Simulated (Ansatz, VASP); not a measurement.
# NbCd3: VASP beside Ansatz

```xyz
4
Lattice="4.2150 0.0000 0.0000 0.0000 4.2150 0.0000 0.0000 0.0000 4.2150" Properties=species:S:1:pos:R:3 pbc="T T T"
Nb    0.0000    0.0000    0.0000
Cd    0.0000    2.1075    2.1075
Cd    2.1075    0.0000    2.1075
Cd    2.1075    2.1075    0.0000
```

Alike in both runs: functional PBE; k mesh 8 × 8 × 8; occupations fermi-dirac, width 0.05 eV; no spin polarisation.

Ansatz relaxed the structure, and its values are those at the end. VASP's run is a single point on that final structure, the one shown.

|  | VASP | Ansatz |
| --- | --- | --- |
| version | VASP 6.6.1 | Ansatz 0.2.0 |
| potentials or method | VASP PAW PBE potentials, release 64 (Nb_sv, Cd) | plane-wave PAW, scalar-relativistic |
| plane-wave cutoff (eV) | 520 | 420 |
| valence electrons in the cell | 49 | 73 |

|  | VASP | Ansatz | Ansatz less VASP |
| --- | --- | --- | --- |
| pressure (GPa) | 7.7 | 7.2 | -0.53 |

The functional is the same, so the differences come from potentials, cutoffs and numerics. VASP's potentials hold 49 valence electrons a cell and Ansatz's 73, so a difference there can come from the potentials and not from the codes. Ansatz's warnings: stress scf threshold loose.
